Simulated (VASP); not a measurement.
Wanted: the native input for a VASP 6.6.1 run.

* Task: single point
* Functional: B3LYP
* Potentials or basis: VASP PAW PBE potentials, release 64 (Pb_d, S)
* Cutoff: 520 eV
* k mesh: 4 × 4 × 4
* Occupations: fermi-dirac, width 0.05 eV
* Spin: no spin polarisation
* Dipole correction: no
* Grid for exact exchange (PRECFOCK): Normal
* Further INCAR settings: ALGO = Normal; EDIFF = 1e-07; NBANDS = 17
* Share of exact exchange: 0.2

PbS:

```xyz
2
Lattice="3.6537 0.0000 0.0000 0.0000 3.6537 0.0000 0.0000 0.0000 3.6537" Properties=species:S:1:pos:R:3 pbc="T T T"
Pb    0.0000    0.0000    0.0000
S     1.8268    1.8268    1.8268
```

One way to write it, as run:

POSCAR

```
PbS
1.0
    3.6536590000      0.0000000000      0.0000000000
    0.0000000000      3.6536590000      0.0000000000
    0.0000000000      0.0000000000      3.6536590000
Pb S
1 1
Direct
    0.0000000000      0.0000000000      0.0000000000
    0.5000000000      0.5000000000      0.5000000000
```

INCAR.step1

```
  PREC = Accurate
  ENCUT = 520
  EDIFF = 1E-5
  ISMEAR = -1
  SIGMA = 0.05
  LREAL = False
  LASPH = True
  NELM = 80
  ALGO = Normal
  ISIF = 2
  LWAVE = True
  GGA = PE
  NBANDS = 17
```

INCAR.step2

```
  PREC = Accurate
  ENCUT = 520
  EDIFF = 1E-7
  ISMEAR = -1
  SIGMA = 0.05
  LREAL = False
  LASPH = True
  NELM = 80
  ALGO = Normal
  ISIF = 2
  LWAVE = False
  LCHARG = True
  GGA = B3
  LHFCALC = True
  AEXX = 0.2
  AGGAX = 0.72
  AGGAC = 0.81
  ALDAC = 0.19
  PRECFOCK = Normal
  LELF = True
  LVHAR = True
  ISTART = 1
  NBANDS = 17
```

KPOINTS

```
Automatic mesh
0
Gamma
  4 4 4
```

Potentials or basis: VASP PAW PBE potentials, release 64 (Pb_d, S).

Command:

```bash
$ cat potpaw_PBE.64/Pb_d/POTCAR potpaw_PBE.64/S/POTCAR > POTCAR
$ cp INCAR.step1 INCAR
$ mpirun -np 1 vasp_std > vasp.out
$ cp INCAR.step2 INCAR
$ mpirun -np 1 vasp_std > vasp.out
```

It gave:

```
Pressure               : 1.4 GPa
Band gap on the k mesh : zero (bands 10 and 11 overlap by 0.51 eV)
```

Caveat: the k points lie up to 0.43 Å⁻¹ apart, too coarse for converged energies and pressures of a metal; the PAW data sets were made with another functional, which shifts forces and pressure a little; spin-orbit coupling is left out, which moves the levels of the heavy elements.

Run time: 21 min on 1 thread of Intel Xeon 8259CL, on a shared host, peak memory 0.18 GiB.
